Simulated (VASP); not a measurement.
# Al7Ni6 in VASP: further runs

Runs on Al7Ni6. Level: PBEsol. Tasks: single point.

Program: VASP 6.6.1. These are calculated values, not measurements. Logs are shortened: lines on timing, memory, paths and dates and some standing lists are left out, and cuts for length are marked.

## Step 1: The cell of the first run

The cell holds a slab with vacuum, 13 atoms: a = 4.048 Å, b = 4.048 Å, c = 24.915 Å, α = 90.00°, β = 90.00°, γ = 120.00°.

## Step 2: Single point, PBEsol

INCAR

```
PREC     = Accurate       # precision mode
ENCUT    = 520            # plane-wave cutoff, eV
EDIFF    = 1E-6           # SCF threshold, eV
ISMEAR   = 0              # smearing method
SIGMA    = 0.1            # smearing width, eV
LREAL    = F              # projectors in reciprocal space
LASPH    = T              # aspherical terms in the spheres
NELM     = 80             # most SCF steps
ALGO     = Fast           # electronic algorithm
ISIF     = 2              # what is computed and relaxed
LWAVE    = F              # write WAVECAR
LCHARG   = F              # write CHGCAR
LDIPOL   = T            
IDIPOL   = 3            
DIPOL    = 0.5 0.5 0.500
GGA      = PS             # functional
NBANDS   = 52             # bands
```

KPOINTS

```
Automatic mesh
0
Gamma
  9 9 1
```

POSCAR

```
Al7Ni6
1.0
    4.0477133473      0.0000000000      0.0000000000
   -2.0238566737      3.5054225860      0.0000000000
    0.0000000000      0.0000000000     24.9148323261
Al Ni
7 6
Direct
    0.6666666667      0.3333333333      0.3010255057
    0.3333333333      0.6666666667      0.3673503371
    0.0000000000      0.0000000000      0.4336751686
    0.6666666667      0.3333333333      0.5000000000
    0.3333333333      0.6666666667      0.5663248314
    0.0000000000      0.0000000000      0.6326496629
    0.6666666667      0.3333333333      0.6989744943
    0.0000000000      0.0000000000      0.3341879214
    0.6666666667      0.3333333333      0.4005127528
    0.3333333333      0.6666666667      0.4668375843
    0.0000000000      0.0000000000      0.5331624157
    0.6666666667      0.3333333333      0.5994872472
    0.3333333333      0.6666666667      0.6658120786
```

Potentials or basis: VASP PAW PBE potentials, release 64 (Al, Ni).

Launch:

```bash
$ cat potpaw_PBE.64/Al/POTCAR potpaw_PBE.64/Ni/POTCAR > POTCAR
$ mpirun -np 1 vasp_std > vasp.out
```

OUTCAR:

```text
PREC = Accurate
   ENCUT = 520
   EDIFF = 1E-6
   ISMEAR = 0
   LREAL = F
   LASPH = T
   NELM = 80
   ISIF = 2
   GGA = PS

 ion  position               nearest neighbor table
   1  0.667  0.333  0.301-   9 2.48   8 2.48   8 2.48   8 2.48   2 2.86   2 2.86   2 2.86
   2  0.333  0.667  0.367-   9 2.48   9 2.48   8 2.48   8 2.48   8 2.48   9 2.48  10 2.48   1 2.86
                             1 2.86   1 2.86   3 2.86   3 2.86   3 2.86
   3  0.000  0.000  0.434-  11 2.48  10 2.48  10 2.48  10 2.48   9 2.48   9 2.48   9 2.48   8 2.48
                             4 2.86   4 2.86   4 2.86   2 2.86   2 2.86   2 2.86
   4  0.667  0.333  0.500-  10 2.48  10 2.48  11 2.48  11 2.48  11 2.48  10 2.48   9 2.48  12 2.48
                             5 2.86   5 2.86   3 2.86   3 2.86   3 2.86   5 2.86
   5  0.333  0.667  0.566-  10 2.48  11 2.48  11 2.48  11 2.48  12 2.48  12 2.48  13 2.48  12 2.48
                             4 2.86   4 2.86   4 2.86   6 2.86   6 2.86   6 2.86
   6  0.000  0.000  0.633-  12 2.48  13 2.48  12 2.48  13 2.48  12 2.48  13 2.48  11 2.48   7 2.86
                             7 2.86   7 2.86   5 2.86   5 2.86   5 2.86
   7  0.667  0.333  0.699-  12 2.48  13 2.48  13 2.48  13 2.48   6 2.86   6 2.86   6 2.86
   8  0.000  0.000  0.334-   2 2.48   1 2.48   2 2.48   1 2.48   2 2.48   1 2.48   3 2.48   9 2.86
                             9 2.86   9 2.86
   9  0.667  0.333  0.401-   1 2.48   2 2.48   2 2.48   2 2.48   3 2.48   3 2.48   3 2.48   4 2.48
                             8 2.86   8 2.86   8 2.86  10 2.86  10 2.86  10 2.86
  10  0.333  0.667  0.467-   5 2.48   4 2.48   4 2.48   3 2.48   3 2.48   3 2.48   4 2.48   2 2.48
                            11 2.86  11 2.86  11 2.86   9 2.86   9 2.86   9 2.86
  11  0.000  0.000  0.533-   3 2.48   4 2.48   5 2.48   4 2.48   5 2.48   4 2.48   5 2.48   6 2.48
                            10 2.86  10 2.86  10 2.86  12 2.86  12 2.86  12 2.86
  12  0.667  0.333  0.599-   7 2.48   6 2.48   6 2.48   6 2.48   5 2.48   5 2.48   4 2.48   5 2.48
                            13 2.86  13 2.86  13 2.86  11 2.86  11 2.86  11 2.86
  13  0.333  0.667  0.666-   7 2.48   7 2.48   6 2.48   6 2.48   6 2.48   7 2.48   5 2.48  12 2.86
                            12 2.86  12 2.86

  LATTYP: Found a hexagonal cell.
 ALAT       =     4.0477133473
 C/A-ratio  =     6.1552857597

  Lattice vectors:

 A1 = (   4.0477133473,   0.0000000000,   0.0000000000)
 A2 = (  -2.0238566737,   3.5054225860,   0.0000000000)
 A3 = (   0.0000000000,   0.0000000000,  24.9148323261)

Analysis of symmetry for initial positions (statically):
=====================================================================
 Subroutine PRICEL returns:
 Original cell was already a primitive cell.

 Routine SETGRP: Setting up the symmetry group for a
 hexagonal supercell.

 Subroutine GETGRP returns: Found 12 space group operations
 (whereof  6 operations were pure point group operations)
 out of a pool of 24 trial point group operations.

The static configuration has the point symmetry C_3v.
 The point group associated with its full space group is D_3d.

Analysis of symmetry for dynamics (positions and initial velocities):
=====================================================================
 Subroutine PRICEL returns:
 Original cell was already a primitive cell.

 Routine SETGRP: Setting up the symmetry group for a
 hexagonal supercell.

 Subroutine GETGRP returns: Found 12 space group operations
 (whereof  6 operations were pure point group operations)
 out of a pool of 24 trial point group operations.

The dynamic configuration has the point symmetry C_3v.
 The point group associated with its full space group is D_3d.

 Subroutine INISYM returns: Found 12 space group operations
 (whereof  6 operations are pure point group operations),
 and found     1 'primitive' translations

----------------------------------------------------------------------------------------

                                     Primitive cell

  volume of cell :     353.5152

  direct lattice vectors                    reciprocal lattice vectors
     4.047713347  0.000000000  0.000000000     0.247053068  0.142636155  0.000000000
    -2.023856674  3.505422586  0.000000000     0.000000000  0.285272310  0.000000000
     0.000000000  0.000000000 24.914832326     0.000000000  0.000000000  0.040136734

  length of vectors
     4.047713347  4.047713347 24.914832326     0.285272310  0.285272310  0.040136734

  position of ions in fractional coordinates (direct lattice)
     0.666666667  0.333333333  0.301025506
     0.333333333  0.666666667  0.367350337
     0.000000000  0.000000000  0.433675169
     0.666666667  0.333333333  0.500000000
     0.333333333  0.666666667  0.566324831
     0.000000000  0.000000000  0.632649663
     0.666666667  0.333333333  0.698974494
     0.000000000  0.000000000  0.334187921
     0.666666667  0.333333333  0.400512753
     0.333333333  0.666666667  0.466837584
     0.000000000  0.000000000  0.533162416
     0.666666667  0.333333333  0.599487247
     0.333333333  0.666666667  0.665812079

  ion indices of the primitive-cell ions
   primitive index   ion index
                 1           1
                 2           2
                 3           3
                 4           4
                 5           5
                 6           6
                 7           7
                 8           8
                 9           9
                10          10
                11          11
                12          12
                13          13

----------------------------------------------------------------------------------------

 KPOINTS: Automatic mesh

Automatic generation of k-mesh.
 Grid dimensions read from file:
 generate k-points for:    9    9    1

 Generating k-lattice:

  Cartesian coordinates                     Fractional coordinates (reciprocal lattice)
     0.027450341  0.015848462  0.000000000     0.111111111  0.000000000  0.000000000
     0.000000000  0.031696923  0.000000000     0.000000000  0.111111111  0.000000000
     0.000000000  0.000000000  0.040136734     0.000000000  0.000000000  1.000000000

  Length of vectors
     0.031696923  0.031696923  0.040136734

  Shift w.r.t. Gamma in fractional coordinates (k-lattice)
     0.000000000  0.000000000  0.000000000

 Subroutine IBZKPT returns following result:
 ===========================================

 Found     12 irreducible k-points:

 Following reciprocal coordinates:
            Coordinates               Weight
  0.000000  0.000000  0.000000      1.000000
  0.111111  0.000000  0.000000      6.000000
  0.222222 -0.000000  0.000000      6.000000
  0.333333 -0.000000  0.000000      6.000000
  0.444444 -0.000000  0.000000      6.000000
  0.111111  0.111111  0.000000      6.000000
  0.222222  0.111111  0.000000     12.000000
  0.333333  0.111111  0.000000     12.000000
  0.444444  0.111111  0.000000      6.000000
  0.222222  0.222222  0.000000      6.000000
  0.333333  0.222222  0.000000     12.000000
  0.333333  0.333333  0.000000      2.000000
   k-points           NKPTS =     12   k-points in BZ     NKDIM =     12   number of bands    NBANDS=     52
   number of dos      NEDOS =    301   number of ions     NIONS =     13
   total plane-waves  NPLWV = 172800
   dimension x,y,z NGX =    30 NGY =   30 NGZ =  192
   dimension x,y,z NGXF=    60 NGYF=   60 NGZF=  384
   ions per type =               7   6
   NGX,Y,Z   is equivalent  to a cutoff of  12.32, 12.32, 12.81 a.u.
   NGXF,Y,Z  is equivalent  to a cutoff of  24.64, 24.64, 25.62 a.u.
 SYSTEM =  unknown system
   PREC   = accura    normal or accurate (medium, high low for compatibility)
   ISTART =      0    job   : 0-new  1-cont  2-samecut
   ICHARG =      2    charge: 1-file 2-atom 10-const
   ISPIN  =      1    spin polarized calculation?
   LNONCOLLINEAR =      F non collinear calculations
   LSORBIT =      F    spin-orbit coupling
   LASPH  =      T    aspherical Exc in radial PAW
   ENCUT  =  520.0 eV  38.22 Ry    6.18 a.u.   7.53  7.53 46.33*2*pi/ulx,y,z
   NELM   =     80;   NELMIN=  2; NELMDL= -5     # of ELM steps
   EDIFF  = 0.1E-05   stopping-criterion for ELM
   LREAL  =      F    real-space projection
   EDIFFG = 0.1E-04   stopping-criterion for IOM
   NSW    =      0    number of steps for IOM
   IBRION =     -1    ionic relax: 0-MD 1-quasi-New 2-CG
   NFREE  =      0    steps in history (QN), initial steepest desc. (CG)
   ISIF   =      2    stress and relaxation
   ISYM   =      2    0-nonsym 1-usesym 2-fastsym
   POTIM  = 0.5000    time-step for ionic-motion
   TEBEG  =    0.0;   TEEND  =   0.0 temperature during run
   PSTRESS=    0.0 pullay stress
   NELECT =      81.0000    total number of electrons
   NUPDOWN=      -1.0000    fix difference up-down
   EMIN   =  10.00;   EMAX   =-10.00  energy-range for DOS
   EFERMI =   0.00;   METHOD = LEGACY
   ISMEAR =     0;   SIGMA  =   0.10  broadening in eV -4-tet -1-fermi 0-gaus
   EFERMI_NEDOS =   21; number of points for ismear=-14 and -15
   IALGO  =     68    algorithm
   IMIX   =      4    mixing-type and parameters
     AMIX     =   0.40;   BMIX     =  1.00
     AMIX_MAG =   1.60;   BMIX_MAG =  1.00
  volume/ion in A,a.u.               =      27.19       183.51
  Fermi-wavevector in a.u.,A,eV,Ry     =   1.001768  1.893067 13.653978  1.003539
  Thomas-Fermi vector in A             =   2.134212
   LORBIT       =      0    0 simple, 1 ext, 2 COOP (PROOUT), +10 PAW based schemes
   GGA     = PS    functional components
   LHFCALC =     F    Hartree Fock is set to
   AEXX    =    0.0000 exact exchange contribution
   IVDW    =     0    specifies the selected vdW correction
   LEPSILON=     F    determine dielectric tensor
   LRPA    =     F    only Hartree local field effects (RPA)
 non-spin polarized calculation
 RMM-DIIS sequential band-by-band and
 Gauss-broadening in eV      SIGMA  =   0.10
  energy-cutoff  :      520.00
  volume of cell :      353.52
 maximum number of plane-waves:      9569
 NGX is ok and might be reduce to    30
   NGX = 15   NGY = 15   NGZ = 93

 dipolmoment           0.000000      0.000000      0.000000 electrons x Angstroem

 number of electron      80.9999936 magnetization

 dipolmoment           0.000000      0.000000     -0.000000 electrons x Angstroem

 Free energy of the ion-electron system (eV)
  ---------------------------------------------------
  ext. energy  EPLUGINS =         0.00000000
  ---------------------------------------------------
  free energy    TOTEN  =       -70.65096737 eV

  energy without entropy =      -70.63321704  energy(sigma->0) =      -70.64209220

 E-fermi :   2.0577     XC(G=0):  -6.2279

 val. band max:        2.0256327010   @ k =   0.0000   0.0000   0.0000
 cond. band min:       2.0964357478   @ k =   0.4444   0.1111   0.0000
 fundamental gap:      0.0708030468
 Fermi energy:         2.0577150986

 k-point     1 :       0.0000    0.0000    0.0000
  band No.  band energies     occupation
      1      -8.9484      2.00000
      2      -8.0758      2.00000
      3      -6.7502      2.00000
      4      -5.1695      2.00000
      5      -3.6313      2.00000
      6      -2.5370      2.00000
[... 649 lines left out ...]
     51       6.8774      0.00000
     52       7.4079      0.00000

------------------------ aborting loop because EDIFF is reached ----------------------------------------

 vacuum level on the upper side and lower side of the slab       (xc-potential included)        -0.095        -0.095

  FORCE on cell =-STRESS in cart. coord.  units (eV):
  Direction    XX          YY          ZZ          XY          YZ          ZX
  --------------------------------------------------------------------------------------
  -------------------------------------------------------------------------------------
  Total       -4.5618879     -4.5618879     -2.1764740      0.0000000      0.0000000      0.0000000
  in kB      -20.6750749    -20.6750749     -9.8640660      0.0000000      0.0000000      0.0000000
  external PRESSURE =     -17.0714053 kB  Pullay stress =       0.0000000 kB

 VOLUME and BASIS-vectors are now :
 -----------------------------------------------------------------------------
  energy-cutoff  :      520.00
  volume of cell :      353.52
      direct lattice vectors                 reciprocal lattice vectors
     4.047713347  0.000000000  0.000000000     0.247053068  0.142636155  0.000000000
    -2.023856674  3.505422586  0.000000000     0.000000000  0.285272310  0.000000000
     0.000000000  0.000000000 24.914832326     0.000000000  0.000000000  0.040136734

 POSITION                                       TOTAL-FORCE (eV/Angst)
 -----------------------------------------------------------------------------------
      2.02386      1.16847      7.50000         0.000000     -0.000000      0.247828
     -0.00000      2.33695      9.15247        -0.000000      0.000000     -0.515880
      0.00000      0.00000     10.80494        -0.000000      0.000000     -0.077510
      2.02386      1.16847     12.45742        -0.000000     -0.000000      0.000000
     -0.00000      2.33695     14.10989        -0.000000     -0.000000      0.077510
      0.00000      0.00000     15.76236         0.000000     -0.000000      0.515880
      2.02386      1.16847     17.41483        -0.000000      0.000000     -0.247828
      0.00000      0.00000      8.32624         0.000000     -0.000000      0.433358
      2.02386      1.16847      9.97871        -0.000000     -0.000000     -0.022448
     -0.00000      2.33695     11.63118         0.000000     -0.000000     -0.047814
      0.00000      0.00000     13.28365        -0.000000     -0.000000      0.047814
      2.02386      1.16847     14.93612         0.000000      0.000000      0.022448
     -0.00000      2.33695     16.58860        -0.000000     -0.000000     -0.433358
 -----------------------------------------------------------------------------------
    total drift:                                0.000000     -0.000000     -0.000000

  FREE ENERGIE OF THE ION-ELECTRON SYSTEM (eV)
  ---------------------------------------------------
  free  energy   TOTEN  =       -70.6509673689 eV

  energy  without entropy=      -70.6332170378  energy(sigma->0) =      -70.64209220

 vacuum level on the upper side and lower side of the slab         6.265         6.265
```

Wall time 11 min (1 thread of Intel Xeon Platinum 8559C (Emerald Rapids), shared host); peak memory 0.49 GiB.

What came out:

```yaml
Free_energy: -70.6510 eV
Largest_force: 0.516 eV/Å
Band_gap_on_the_k_mesh: zero (an odd number of electrons rules out a gap without spin polarisation)
```

Forces on the atoms (eV/Å):
```
Al   0.000  0.000  0.248
Al   0.000  0.000 -0.516
Al   0.000  0.000 -0.078
Al   0.000  0.000  0.000
Al   0.000  0.000  0.078
Al   0.000  0.000  0.516
Al   0.000  0.000 -0.248
Ni   0.000  0.000  0.433
Ni   0.000  0.000 -0.022
Ni   0.000  0.000 -0.048
Ni   0.000  0.000  0.048
Ni   0.000  0.000  0.022
Ni   0.000  0.000 -0.433
```

Caveat: the PAW data sets were made with another functional, which shifts forces and pressure a little. Spin polarisation is off, so any magnetic state and its effect on volume and gap are missing.

## Step 3: Single point, PBEsol

INCAR

```
SYSTEM = Al7Ni6
  ALGO = Fast
  DIPOL = 0.5 0.5 0.500
  EDIFF = 1E-6
  ENCUT = 520
  GGA = PS
  IDIPOL = 3
  ISIF = 2
  ISMEAR = 0
  LASPH = .TRUE.
  LCHARG = .TRUE.
  LDIPOL = .TRUE.
  LELF = .TRUE.
  LREAL = .FALSE.
  LVACPOTAV = .TRUE.
  LVHAR = .TRUE.
  LWAVE = .FALSE.
  NBANDS = 52
  NELM = 80
  PREC = Accurate
  SIGMA = 0.1
```

KPOINTS

```
k-points
0
G
  9 9 1
  0 0 0
```

POSCAR

```
Al7Ni6
1.0
    4.0477133473      0.0000000000      0.0000000000
   -2.0238566737      3.5054225860      0.0000000000
    0.0000000000      0.0000000000     24.9148323261
Al Ni
7 6
Direct
    0.6666666667      0.3333333333      0.3041125547
    0.3333333333      0.6666666667      0.3643140656
    0.0000000000      0.0000000000      0.4346977837
    0.6666666667      0.3333333333      0.4999999995
    0.3333333333      0.6666666667      0.5653022191
    0.0000000000      0.0000000000      0.6356859329
    0.6666666667      0.3333333333      0.6958874454
    0.0000000000      0.0000000000      0.3378122349
    0.6666666667      0.3333333333      0.4015363684
    0.3333333333      0.6666666667      0.4654298518
    0.0000000000      0.0000000000      0.5345701464
    0.6666666667      0.3333333333      0.5984636309
    0.3333333333      0.6666666667      0.6621877666
```

Potentials or basis: VASP PAW PBE potentials, release 64 (Al, Ni).

Launch:

```bash
$ cat potpaw_PBE.64/Al/POTCAR potpaw_PBE.64/Ni/POTCAR > POTCAR
$ mpirun -np 1 vasp_std > vasp.out
```

Wall time 8.4 min (1 thread of Intel Xeon Platinum 8559C (Emerald Rapids), shared host); peak memory 0.49 GiB.

The run converged. Its results:

```
Free energy            : -70.7461 eV
Largest force          : 0.018 eV/Å
Band gap on the k mesh : zero (an odd number of electrons rules out a gap without spin polarisation)
```

Forces in eV/Å, atoms in the order of the input:
```
Al   0.000  0.000 -0.007
Al   0.000  0.000  0.009
Al   0.000  0.000 -0.001
Al   0.000  0.000  0.000
Al   0.000  0.000  0.001
Al   0.000  0.000 -0.009
Al   0.000  0.000  0.007
Ni   0.000  0.000 -0.018
Ni   0.000  0.000  0.006
Ni   0.000  0.000  0.002
Ni   0.000  0.000 -0.002
Ni   0.000  0.000 -0.006
Ni   0.000  0.000  0.018
```

Levels at points of the mesh, in eV from the Fermi level:
```
           k point  band 37  band 38  band 39  band 40  band 41  band 42  band 43  band 44  band 45  band 46
(0.00, 0.00, 0.00)     0.09     1.94     1.94     1.98     1.98     2.22     2.22     2.54     2.68     2.68
```

Caveat: the PAW data sets were made with another functional, which shifts forces and pressure a little.
